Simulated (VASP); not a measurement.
# Cu4W (P-43m) in VASP: notebook

Cu4W is run at these levels: PBE; tasks: relaxation of cell and atoms.

All numbers are computed with VASP 6.6.1; they aren't measurements. Logs are shortened: lines on timing, memory, paths and dates and some standing lists are left out, and cuts for length are marked.

**1. The cell of the first run**

It takes space group P-43m (No. 215, cubic). Conventional cell: a = 4.211 Å, b = 4.211 Å, c = 4.211 Å, α = 90.00°, β = 90.00°, γ = 90.00°. Cu (site symmetry 3m) has 1 W at 1.82 Å within 2.4 Å. Within 2.4 Å of W (site symmetry -43m) lie 4 Cu at 1.82 Å.

The cell was generated, and may not be a known phase.

**2. Relaxation of cell and atoms, PBE**

The input, INCAR:

```
ALGO = Normal ; EDIFF = 1E-6
EDIFFG = -0.04 ; ENCUT = 600
GGA = PE ; IBRION = 2
ISIF = 3 ; ISMEAR = 0
LASPH = True ; LCHARG = False
LREAL = False ; LWAVE = False
NELM = 80 ; NSW = 90
PREC = Accurate ; SIGMA = 0.1
```

The input, KPOINTS:

```
k-points
0
Gamma
  4 4 4
```

The input, POSCAR:

```
Cu4W
1.0
    4.2114904400      0.0000000000      0.0000000000
    0.0000000000      4.2114904400      0.0000000000
    0.0000000000      0.0000000000      4.2114904400
Cu W
4 1
Direct
    0.2500000000      0.2500000000      0.2500000000
    0.7500000000      0.7500000000      0.2500000000
    0.2500000000      0.7500000000      0.7500000000
    0.7500000000      0.2500000000      0.7500000000
    0.0000000000      0.0000000000      0.0000000000
```

Potentials or basis: VASP PAW PBE potentials, release 64 (Cu, W_sv).

On the command line:

```
> cat potpaw_PBE.64/Cu/POTCAR potpaw_PBE.64/W_sv/POTCAR > POTCAR
> mpirun -np 1 vasp_std > vasp.out
```

OUTCAR:

```text
EDIFF = 1E-6
   EDIFFG = -0.04
   ENCUT = 600
   GGA = PE
   IBRION = 2
   ISIF = 3
   ISMEAR = 0
   LASPH = True
   LREAL = False
   NELM = 80
   NSW = 90
   PREC = Accurate

 ion  position               nearest neighbor table
   1  0.250  0.250  0.250-   5 1.82
   2  0.750  0.750  0.250-   5 1.82
   3  0.250  0.750  0.750-   5 1.82
   4  0.750  0.250  0.750-   5 1.82
   5  0.000  0.000  0.000-   1 1.82   2 1.82   3 1.82   4 1.82

  LATTYP: Found a simple cubic cell.
 ALAT       =     4.2114904400

  Lattice vectors:

 A1 = (   4.2114904400,   0.0000000000,   0.0000000000)
 A2 = (   0.0000000000,   4.2114904400,   0.0000000000)
 A3 = (   0.0000000000,   0.0000000000,   4.2114904400)

Analysis of symmetry for initial positions (statically):
=====================================================================
 Subroutine PRICEL returns:
 Original cell was already a primitive cell.

 Routine SETGRP: Setting up the symmetry group for a
 simple cubic supercell.

 Subroutine GETGRP returns: Found 24 space group operations
 (whereof 24 operations were pure point group operations)
 out of a pool of 48 trial point group operations.

The static configuration has the point symmetry T_d .

Analysis of symmetry for dynamics (positions and initial velocities):
=====================================================================
 Subroutine PRICEL returns:
 Original cell was already a primitive cell.

 Routine SETGRP: Setting up the symmetry group for a
 simple cubic supercell.

 Subroutine GETGRP returns: Found 24 space group operations
 (whereof 24 operations were pure point group operations)
 out of a pool of 48 trial point group operations.

The dynamic configuration has the point symmetry T_d .

 Subroutine INISYM returns: Found 24 space group operations
 (whereof 24 operations are pure point group operations),
 and found     1 'primitive' translations

----------------------------------------------------------------------------------------

                                     Primitive cell

  volume of cell :      74.6977

  direct lattice vectors                    reciprocal lattice vectors
     4.211490440  0.000000000  0.000000000     0.237445630  0.000000000  0.000000000
     0.000000000  4.211490440  0.000000000     0.000000000  0.237445630  0.000000000
     0.000000000  0.000000000  4.211490440     0.000000000  0.000000000  0.237445630

  length of vectors
     4.211490440  4.211490440  4.211490440     0.237445630  0.237445630  0.237445630

  position of ions in fractional coordinates (direct lattice)
     0.250000000  0.250000000  0.250000000
     0.750000000  0.750000000  0.250000000
     0.250000000  0.750000000  0.750000000
     0.750000000  0.250000000  0.750000000
     0.000000000  0.000000000  0.000000000

  ion indices of the primitive-cell ions
   primitive index   ion index
                 1           1
                 2           2
                 3           3
                 4           4
                 5           5

----------------------------------------------------------------------------------------

 KPOINTS: k-points

Automatic generation of k-mesh.
 Grid dimensions read from file:
 generate k-points for:    4    4    4

 Generating k-lattice:

  Cartesian coordinates                     Fractional coordinates (reciprocal lattice)
     0.059361407  0.000000000  0.000000000     0.250000000  0.000000000  0.000000000
     0.000000000  0.059361407  0.000000000     0.000000000  0.250000000  0.000000000
     0.000000000  0.000000000  0.059361407     0.000000000  0.000000000  0.250000000

  Length of vectors
     0.059361407  0.059361407  0.059361407

  Shift w.r.t. Gamma in fractional coordinates (k-lattice)
     0.000000000  0.000000000  0.000000000

 Subroutine IBZKPT returns following result:
 ===========================================

 Found     10 irreducible k-points:

 Following reciprocal coordinates:
            Coordinates               Weight
  0.000000  0.000000  0.000000      1.000000
  0.250000  0.000000  0.000000      6.000000
  0.500000  0.000000  0.000000      3.000000
  0.250000  0.250000  0.000000     12.000000
  0.500000  0.250000  0.000000     12.000000
  0.500000  0.500000  0.000000      3.000000
  0.250000  0.250000  0.250000      8.000000
  0.500000  0.250000  0.250000     12.000000
  0.500000  0.500000  0.250000      6.000000
  0.500000  0.500000  0.500000      1.000000
   k-points           NKPTS =     10   k-points in BZ     NKDIM =     10   number of bands    NBANDS=     34
   number of dos      NEDOS =    301   number of ions     NIONS =      5
   total plane-waves  NPLWV =  46656
   dimension x,y,z NGX =    36 NGY =   36 NGZ =   36
   dimension x,y,z NGXF=    72 NGYF=   72 NGZF=   72
   ions per type =               4   1
   NGX,Y,Z   is equivalent  to a cutoff of  14.21, 14.21, 14.21 a.u.
   NGXF,Y,Z  is equivalent  to a cutoff of  28.42, 28.42, 28.42 a.u.
 SYSTEM =  unknown system
   PREC   = accura    normal or accurate (medium, high low for compatibility)
   ISTART =      0    job   : 0-new  1-cont  2-samecut
   ICHARG =      2    charge: 1-file 2-atom 10-const
   ISPIN  =      1    spin polarized calculation?
   LNONCOLLINEAR =      F non collinear calculations
   LSORBIT =      F    spin-orbit coupling
   LASPH  =      T    aspherical Exc in radial PAW
   ENCUT  =  600.0 eV  44.10 Ry    6.64 a.u.   8.41  8.41  8.41*2*pi/ulx,y,z
   NELM   =     80;   NELMIN=  2; NELMDL= -5     # of ELM steps
   EDIFF  = 0.1E-05   stopping-criterion for ELM
   LREAL  =      F    real-space projection
   EDIFFG = -.4E-01   stopping-criterion for IOM
   NSW    =     90    number of steps for IOM
   IBRION =      2    ionic relax: 0-MD 1-quasi-New 2-CG
   NFREE  =      1    steps in history (QN), initial steepest desc. (CG)
   ISIF   =      3    stress and relaxation
   ISYM   =      2    0-nonsym 1-usesym 2-fastsym
   POTIM  = 0.5000    time-step for ionic-motion
   TEBEG  =    0.0;   TEEND  =   0.0 temperature during run
   PSTRESS=    0.0 pullay stress
   NELECT =      58.0000    total number of electrons
   NUPDOWN=      -1.0000    fix difference up-down
   EMIN   =  10.00;   EMAX   =-10.00  energy-range for DOS
   EFERMI =   0.00;   METHOD = LEGACY
   ISMEAR =     0;   SIGMA  =   0.10  broadening in eV -4-tet -1-fermi 0-gaus
   EFERMI_NEDOS =   21; number of points for ismear=-14 and -15
   IALGO  =     38    algorithm
   IMIX   =      4    mixing-type and parameters
     AMIX     =   0.40;   BMIX     =  1.00
     AMIX_MAG =   1.60;   BMIX_MAG =  1.00
  volume/ion in A,a.u.               =      14.94       100.82
  Fermi-wavevector in a.u.,A,eV,Ry     =   1.504695  2.843460 30.805027  2.264106
  Thomas-Fermi vector in A             =   2.615641
   LORBIT       =      0    0 simple, 1 ext, 2 COOP (PROOUT), +10 PAW based schemes
   GGA     = PE    functional components
   LHFCALC =     F    Hartree Fock is set to
   AEXX    =    0.0000 exact exchange contribution
   IVDW    =     0    specifies the selected vdW correction
   LEPSILON=     F    determine dielectric tensor
   LRPA    =     F    only Hartree local field effects (RPA)
 conjugate gradient relaxation of ions
 non-spin polarized calculation
 Gauss-broadening in eV      SIGMA  =   0.10
  energy-cutoff  :      600.00
  volume of cell :       74.70
 maximum number of plane-waves:      2517
 NGX is ok and might be reduce to    36
   NGX = 17   NGY = 17   NGZ = 17

--------------------------------------- Ionic step        1  -------------------------------------------

 number of electron      58.0000027 magnetization

 Free energy of the ion-electron system (eV)
  ---------------------------------------------------
  ext. energy  EPLUGINS =         0.00000000
  ---------------------------------------------------
  free energy    TOTEN  =        -5.89623705 eV

  energy without entropy =       -5.85084919  energy(sigma->0) =       -5.87354312

------------------------ aborting loop because EDIFF is reached ----------------------------------------

  FORCE on cell =-STRESS in cart. coord.  units (eV):
  Direction    XX          YY          ZZ          XY          YZ          ZX
  --------------------------------------------------------------------------------------
  -------------------------------------------------------------------------------------
  Total       41.9355233     41.9355233     41.9355233     -0.0000000      0.0000000     -0.0000000
  in kB      899.4669114    899.4669114    899.4669114     -0.0000000      0.0000000     -0.0000000
  external PRESSURE =     899.4669114 kB  Pullay stress =       0.0000000 kB
[... 26 lines left out ...]
--------------------------------------- Ionic step        2  -------------------------------------------

 number of electron      58.0000019 magnetization

 E-fermi :  -0.2284     XC(G=0):  -6.8732

 val. band max:       -0.2387375039   @ k =   0.0000   0.0000   0.0000
 cond. band min:      -0.2190417872   @ k =   0.2500   0.0000   0.0000
 fundamental gap:      0.0196957166
 Fermi energy:        -0.2284257892

 k-point     1 :       0.0000    0.0000    0.0000
  band No.  band energies     occupation
      1     -74.7663      2.00000
      2     -38.8931      2.00000
      3     -38.8931      2.00000
      4     -38.8931      2.00000
      5      -6.6967      2.00000
      6      -4.5389      2.00000
[... 430 lines left out ...]
  FREE ENERGIE OF THE ION-ELECTRON SYSTEM (eV)
  ---------------------------------------------------
  free  energy   TOTEN  =       -12.1835688851 eV

  energy  without entropy=      -12.1047806626  energy(sigma->0) =      -12.14417477

 E-fermi :   2.8159     XC(G=0):  -9.7738

 val. band max:        2.8077746421   @ k =   0.5000   0.5000   0.0000
 cond. band min:       2.8457263981   @ k =   0.0000   0.0000   0.0000
 fundamental gap:      0.0379517560
 Fermi energy:         2.8158848572

 k-point     1 :       0.0000    0.0000    0.0000
  band No.  band energies     occupation
      1     -71.6055      2.00000
      2     -35.7105      2.00000
      3     -35.7105      2.00000
      4     -35.7105      2.00000
      5      -3.3013      2.00000
      6      -0.4486      2.00000
[... 359 lines left out ...]
     33       3.4338      0.00000
     34       3.4338      0.00000

 E-fermi :   4.3186     XC(G=0): -10.6493

 val. band max:        4.2927052057   @ k =   0.5000   0.2500   0.2500
 cond. band min:       4.3312233431   @ k =   0.2500   0.2500   0.2500
 fundamental gap:      0.0385181374
 Fermi energy:         4.3185953034

 k-point     1 :       0.0000    0.0000    0.0000
  band No.  band energies     occupation
      1     -69.8707      2.00000
      2     -34.0703      2.00000
      3     -34.0703      2.00000
      4     -34.0703      2.00000
      5      -2.6711      2.00000
      6       0.5473      2.00000
[... 359 lines left out ...]
     33       5.1328      0.00000
     34       5.1328      0.00000

[... ionic steps 4 to 11 ...]

--------------------------------------- Ionic step       12  -------------------------------------------

 number of electron      58.0000002 magnetization

------------------------ aborting loop because EDIFF is reached ----------------------------------------
[... 73 lines left out ...]
--------------------------------------- Ionic step       14  -------------------------------------------

 number of electron      58.0000013 magnetization

 Free energy of the ion-electron system (eV)
  ---------------------------------------------------
  ext. energy  EPLUGINS =         0.00000000
  ---------------------------------------------------
  free energy    TOTEN  =       -20.62090072 eV

  energy without entropy =      -20.57024973  energy(sigma->0) =      -20.59557522

 E-fermi :   5.2731     XC(G=0): -11.1656

 val. band max:        5.2615376685   @ k =   0.2500   0.2500   0.2500
 cond. band min:       5.2798469815   @ k =   0.2500   0.0000   0.0000
 fundamental gap:      0.0183093130
 Fermi energy:         5.2731004792

 k-point     1 :       0.0000    0.0000    0.0000
  band No.  band energies     occupation
      1     -68.8777      2.00000
      2     -33.0875      2.00000
      3     -33.0875      2.00000
      4     -33.0875      2.00000
      5      -2.3633      2.00000
      6       0.8700      2.00000
[... 391 lines left out ...]
  FREE ENERGIE OF THE ION-ELECTRON SYSTEM (eV)
  ---------------------------------------------------
  free  energy   TOTEN  =       -20.6209007152 eV

  energy  without entropy=      -20.5702497269  energy(sigma->0) =      -20.59557522

 reached required accuracy - stopping structural energy minimisation
```

It took 17 min on 1 thread of Intel Xeon 8259CL, shared host; peak memory 0.23 GiB.

Results:

| Item | Value |
| --- | --- |
| Free energy | -20.6209 eV |
| Relaxed volume | 17.04 Å³/atom |
| Relaxed cell | a = 4.400 Å, b = 4.400 Å, c = 4.400 Å, α = 90.00°, β = 90.00°, γ = 90.00° |
| Space group after relaxing (to 0.1 Å) | P-43m (No. 215) |
| Energy gained by relaxing | 2944.9 meV/atom |
| Ionic steps | 14 |
| Pressure after relaxing | 0.2 GPa |
| Band gap on the k mesh | zero (bands 29 and 30 overlap by 0.26 eV) |

Step by step:
| step | energy change (eV) | largest force (eV/Å) | pressure (GPa) | volume (Å³) |
| --- | --- | --- | --- | --- |
| 1 | 0.0000 | 19.4904 | 89.95 | 74.70 |
| 2 | -2.4342 | 9.8816 | 6.90 | 207.00 |
| 3 | -6.2873 | 4.6036 | -0.82 | 177.25 |
| 4 | -8.0362 | 2.9643 | -4.95 | 160.62 |
| 5 | -13.2028 | 0.7334 | -12.78 | 112.24 |
| 6 | -14.2786 | 1.6285 | -3.98 | 92.20 |
| 7 | -14.3163 | 0.9183 | -7.06 | 95.94 |
| 8 | -14.3236 | 1.1375 | -6.20 | 94.68 |
| 9 | -14.3218 | 1.2169 | -5.87 | 94.25 |
| 10 | -14.6917 | 0.5624 | -1.43 | 86.74 |
| 11 | -14.7185 | 0.1197 | 1.32 | 84.07 |
| 12 | -14.7196 | 0.1965 | 0.93 | 84.48 |
| 13 | -14.7244 | 0.0701 | 0.02 | 85.35 |
| 14 | -14.7247 | 0.0206 | 0.15 | 85.19 |

Final structure:
```yaml
crystal:
  lattice:
    - [4.40004, 0.00000, 0.00000]
    - [0.00000, 4.40004, 0.00000]
    - [0.00000, 0.00000, 4.40004]
  atoms:
    - { symbol: Cu, position: [0.30841, 0.30841, 0.30841] }
    - { symbol: Cu, position: [0.69159, 0.69159, 0.30841] }
    - { symbol: Cu, position: [0.30841, 0.69159, 0.69159] }
    - { symbol: Cu, position: [0.69159, 0.30841, 0.69159] }
    - { symbol: W, position: [0.00000, 0.00000, 0.00000] }
```

Caveat: the k points lie up to 0.36 Å⁻¹ apart in the final cell; spin-orbit coupling is left out, which moves the levels of the heavy elements.

**3. Relaxation of cell and atoms, PBE**

This run uses another cell than the first one, of 17.01 Å³/atom.

The input, INCAR:

```
ALGO = Fast
EDIFF = 1E-6
EDIFFG = -0.01
ENCUT = 600
GGA = PE
IBRION = 2
ISIF = 3
ISMEAR = 0
LASPH = True
LCHARG = False
LREAL = False
LWAVE = False
NELM = 100
NSW = 100
PREC = Accurate
SIGMA = 0.1
```

The input, KPOINTS:

```
k-points
0
Gamma
  8 8 8
```

The input, POSCAR:

```
Cu4W
1.0
    4.3979707534      0.0000000000      0.0000000000
    0.0000000000      4.3979707534      0.0000000000
    0.0000000000      0.0000000000      4.3979707534
Cu W
4 1
Direct
    0.3082351833      0.3082351833      0.3082351833
    0.6917648167      0.6917648167      0.3082351833
    0.3082351833      0.6917648167      0.6917648167
    0.6917648167      0.3082351833      0.6917648167
    0.0000000000      0.0000000000      0.0000000000
```

Potentials or basis: VASP PAW PBE potentials, release 64 (Cu, W_sv).

On the command line:

```
> cat potpaw_PBE.64/Cu/POTCAR potpaw_PBE.64/W_sv/POTCAR > POTCAR
> mpirun -np 1 vasp_std > vasp.out
```

It took 8 min on 1 thread of Intel Xeon 8259CL, shared host; peak memory 0.29 GiB.

The run converged. Its results:

| Property | Result |
| --- | --- |
| Free energy | -20.6862 eV |
| Relaxed volume | 17.02 Å³/atom |
| Relaxed cell | a = 4.398 Å, b = 4.398 Å, c = 4.398 Å, α = 90.00°, β = 90.00°, γ = 90.00° |
| Space group after relaxing (to 0.1 Å) | P-43m (No. 215) |
| Ionic steps | 3 |
| Pressure after relaxing | 0.0 GPa |
| Largest force after relaxing | 0.004 eV/Å |
| Band gap on the k mesh | zero (bands 29 and 30 overlap by 0.26 eV) |

Forces in eV/Å, atoms in the order of the input:
```
Cu  -0.002 -0.002 -0.002
Cu   0.002  0.002 -0.002
Cu  -0.002  0.002  0.002
Cu   0.002 -0.002  0.002
W    0.000  0.000  0.000
```

Final structure:
```
Cu W
1.0
     4.39847    0.00000    0.00000
     0.00000    4.39847    0.00000
     0.00000    0.00000    4.39847
Cu W
4 1
Direct
  0.30823 0.30823 0.30823
  0.69177 0.69177 0.30823
  0.30823 0.69177 0.69177
  0.69177 0.30823 0.69177
  0.00000 0.00000 0.00000
```

Levels at points of the mesh, in eV from the Fermi level:
| k point | band 26 | band 27 | band 28 | band 29 | band 30 | band 31 | band 32 | band 33 |
| --- | --- | --- | --- | --- | --- | --- | --- | --- |
| (0.00, 0.00, 0.00) | -0.98 | -0.98 | -0.32 | 0.19 | 0.19 | 0.19 | 2.89 | 2.89 |
| (0.50, 0.00, 0.00) | -2.12 | -0.16 | -0.16 | -0.13 | 0.22 | 0.64 | 2.81 | 3.30 |
| (0.50, 0.50, 0.00) | -1.79 | -1.79 | -1.53 | -0.03 | 0.09 | 0.09 | 0.56 | 1.00 |
| (0.50, 0.50, 0.50) | -2.17 | -2.17 | -2.15 | 0.05 | 0.22 | 0.22 | 0.22 | 0.84 |

Caveat: spin-orbit coupling is left out, which moves the levels of the heavy elements.
